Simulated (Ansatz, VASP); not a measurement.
**Nb: VASP beside Ansatz**

```
CELL_PARAMETERS angstrom
-0.04230 2.09385 2.09385
2.09385 -0.04230 2.09385
2.09385 2.09385 -0.04230
ATOMIC_POSITIONS crystal
Nb 0.00000 0.00000 0.00000
```

Change from the starting cell: equal xy, yz and zx shear strains of -2 %.

Alike in both runs: task single point; functional LDA; k mesh 13 × 13 × 13; occupations fermi-dirac, width 0.03 eV; no spin polarisation.

|  | VASP | Ansatz |
| --- | --- | --- |
| version | VASP 6.6.1 | Ansatz 0.2.0 |
| potentials or method | VASP PAW LDA potentials, release 64 (Nb_sv), cutoff 520 eV | all-electron LAPW, scalar-relativistic |

VASP gave:

| Quantity | Value |
| --- | --- |
| pressure (GPa) | -10.6 |
| traceless stress, the component that is largest in VASP (GPa) | -0.82 |

Question: Which values does Ansatz return?

Answer: Pressure (GPa): -10.5; traceless stress, the component that is largest in VASP (GPa): -0.82.

LDA's correlation is that of Perdew and Zunger in VASP and of Perdew and Wang (1992) in Ansatz. Ansatz ran all-electron here, and VASP with PAW potentials.
